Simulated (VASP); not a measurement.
# HfB in VASP: notebook, part 2 of 2

VASP 6.6.1. The steps go on from the part before.

## 4. Single point, LDA (zz strain of +2 %)

The input, INCAR:

```
PREC = Accurate
ENCUT = 520
EDIFF = 1E-6
ISMEAR = -1
SIGMA = 0.05
LREAL = F
LASPH = T
NELM = 80
ALGO = Normal
ISIF = 2
LWAVE = F
LCHARG = F
GGA = CA
NBANDS = 14
```

The input, KPOINTS:

```
Automatic mesh
0
Gamma
  15 15 15
```

The input, POSCAR:

```
HfB
1.0
    0.0000000000      2.3100000000      2.3562000000
    2.3100000000      0.0000000000      2.3562000000
    2.3100000000      2.3100000000      0.0000000000
Hf B
1 1
Direct
    0.5000000000      0.5000000000      0.5000000000
    0.0000000000      0.0000000000      0.0000000000
```

Potentials or basis: VASP PAW LDA potentials, release 64 (Hf_pv, B).

On the command line:

```console
cat potpaw_LDA.64/Hf_pv/POTCAR potpaw_LDA.64/B/POTCAR > POTCAR
mpirun -np 1 vasp_std > vasp.out
```

OUTCAR:

```text
PREC = Accurate
   ENCUT = 520
   EDIFF = 1E-6
   ISMEAR = -1
   LREAL = F
   LASPH = T
   NELM = 80
   ISIF = 2
   GGA = CA

 ion  position               nearest neighbor table
   1  0.500  0.500  0.500-   2 2.31   2 2.31   2 2.31   2 2.31   2 2.36   2 2.36
   2  0.000  0.000  0.000-   1 2.31   1 2.31   1 2.31   1 2.31   1 2.36   1 2.36

  LATTYP: Found a body centered tetragonal cell.
 ALAT       =     3.2668333291
 C/A-ratio  =     1.4424978336

  Lattice vectors:

 A1 = (  -2.3100000000,   0.0000000000,   2.3562000000)
 A2 = (   2.3100000000,   0.0000000000,   2.3562000000)
 A3 = (   0.0000000000,   2.3100000000,  -2.3562000000)

Analysis of symmetry for initial positions (statically):
=====================================================================
 Subroutine PRICEL returns:
 Original cell was already a primitive cell.

 Routine SETGRP: Setting up the symmetry group for a
 body centered tetragonal supercell.

 Subroutine GETGRP returns: Found 16 space group operations
 (whereof 16 operations were pure point group operations)
 out of a pool of 16 trial point group operations.

The static configuration has the point symmetry D_4h.

Analysis of symmetry for dynamics (positions and initial velocities):
=====================================================================
 Subroutine PRICEL returns:
 Original cell was already a primitive cell.

 Routine SETGRP: Setting up the symmetry group for a
 body centered tetragonal supercell.

 Subroutine GETGRP returns: Found 16 space group operations
 (whereof 16 operations were pure point group operations)
 out of a pool of 16 trial point group operations.

The dynamic configuration has the point symmetry D_4h.

 Subroutine INISYM returns: Found 16 space group operations
 (whereof 16 operations are pure point group operations),
 and found     1 'primitive' translations

----------------------------------------------------------------------------------------
[... 116 lines left out ...]
  Thomas-Fermi vector in A             =   2.444204
   LORBIT       =      0    0 simple, 1 ext, 2 COOP (PROOUT), +10 PAW based schemes
   GGA     = CA    functional components
   LHFCALC =     F    Hartree Fock is set to
   AEXX    =    0.0000 exact exchange contribution
   IVDW    =     0    specifies the selected vdW correction
   LEPSILON=     F    determine dielectric tensor
   LRPA    =     F    only Hartree local field effects (RPA)
 non-spin polarized calculation
  energy-cutoff  :      520.00
  volume of cell :       25.15
 maximum number of plane-waves:       691
 NGX is ok and might be reduce to    28
   NGX = 13   NGY = 13   NGZ = 13

 number of electron      13.0000000 magnetization

 Free energy of the ion-electron system (eV)
  ---------------------------------------------------
  ext. energy  EPLUGINS =         0.00000000
  ---------------------------------------------------
  free energy    TOTEN  =       -18.92045247 eV

  energy without entropy =      -18.91252365  energy(sigma->0) =      -18.91648806

 E-fermi :   4.9739     XC(G=0): -12.3593

 val. band max:        4.9739052362   @ k =  -0.1333   0.2667   0.1333
 cond. band min:       4.9968919798   @ k =   0.3333   0.1333   0.0667
 fundamental gap:      0.0229867436
 Fermi energy:         4.9739149444

 k-point     1 :       0.0000    0.0000    0.0000
  band No.  band energies     occupation
      1     -23.3090      2.00000
      2     -23.3090      2.00000
      3     -23.3087      2.00000
      4      -4.4136      2.00000
      5       6.9014      0.00000
      6       7.1359      0.00000
      7       7.1359      0.00000
      8       8.7796      0.00000
      9       8.9044      0.00000
     10       8.9139      0.00000
     11       8.9139      0.00000
     12       9.1668      0.00000
     13      16.6449      0.00000
     14      17.7961      0.00000
[... 377 lines left out ...]
      1     -23.5016      2.00000
      2     -23.3666      2.00000
      3     -23.3617      2.00000
      4      -3.3897      2.00000
      5       4.4739      1.99991
      6       5.5946      0.00001
      7       6.4192      0.00000
      8       6.9509      0.00000
      9       9.3684      0.00000
     10      10.5973      0.00000
     11      11.2527      0.00000
     12      13.9662      0.00000
     13      18.8384      0.00000
     14      19.0713      0.00000

 [... further k-points ...]
[... 5 lines left out ...]
  --------------------------------------------------------------------------------------
  -------------------------------------------------------------------------------------
  Total        2.8333737      2.8333737      1.3962019      0.0000000      0.0000000      0.0000000
  in kB      180.5295656    180.5295656     88.9595733      0.0000000      0.0000000      0.0000000
  external PRESSURE =     150.0062348 kB  Pullay stress =       0.0000000 kB

 VOLUME and BASIS-vectors are now :
 -----------------------------------------------------------------------------
  energy-cutoff  :      520.00
  volume of cell :       25.15
      direct lattice vectors                 reciprocal lattice vectors
     0.000000000  2.310000000  2.356200000    -0.216450216  0.216450216  0.212206095
     2.310000000  0.000000000  2.356200000     0.216450216 -0.216450216  0.212206095
     2.310000000  2.310000000  0.000000000     0.216450216  0.216450216 -0.212206095

 POSITION                                       TOTAL-FORCE (eV/Angst)
 -----------------------------------------------------------------------------------
      2.31000      2.31000      2.35620        -0.000000      0.000000      0.000000
      0.00000      0.00000      0.00000         0.000000     -0.000000      0.000000
 -----------------------------------------------------------------------------------
    total drift:                                0.000000      0.000000      0.000000

  FREE ENERGIE OF THE ION-ELECTRON SYSTEM (eV)
  ---------------------------------------------------
  free  energy   TOTEN  =       -18.9204524702 eV

  energy  without entropy=      -18.9125236506  energy(sigma->0) =      -18.91648806
```

stdout:

```text
POSCAR found type information on POSCAR HfB
 POSCAR found :  2 types and       2 ions
 scaLAPACK will be used
 LDA part: xc-table for (Slater(with rela. corr.)+CA(PZ))
 , standard interpolation
 POSCAR, INCAR and KPOINTS ok, starting setup
 FFT: planning ... GRIDC
 FFT: planning ... GRID_SOFT
 FFT: planning ... GRID
 WAVECAR not read
 entering main loop
```

Run time: 53 s. Hardware: 1 thread of Intel Xeon Platinum 8488C (Sapphire Rapids), shared host; peak memory 0.22 GiB.

Results:

| Quantity | Value |
| --- | --- |
| Free energy | -18.9205 eV |
| Pressure | 15.0 GPa |

Levels at points of the mesh, in eV from the Fermi level:
```
           k point  band 5  band 6  band 7  band 8  band 9  band 10
(0.00, 0.00, 0.00)    1.93    2.16    2.16    3.81    3.93     3.94
```

Caveat: the cell differs from its parent crystal (zz strain of +2 %); spin-orbit coupling is left out, which moves the levels of the heavy elements.

## 5. Overview

```tsv
cell	gap on the mesh (eV)	pressure (GPa)
a = 3.300 Å, angles 58.7°, 2 atoms	none	20.1
a = 3.267 Å, angles 60.0°, 2 atoms	none	20.0
a = 3.300, b = 3.300, c = 3.267 Å, angles 60.3, 60.3, 59.3°, 2 atoms	none	15.0
```

Alike in all rows: task single point; level LDA; potentials or basis VASP PAW LDA potentials, release 64 (Hf_pv, B); no spin polarisation; k mesh 15 × 15 × 15; cutoff (eV) 520; smearing fermi-dirac 0.05 eV.

Caveats: spin-orbit coupling is left out, which moves the levels of the heavy elements.

Absolute energies hang on the potentials; compare differences alone.
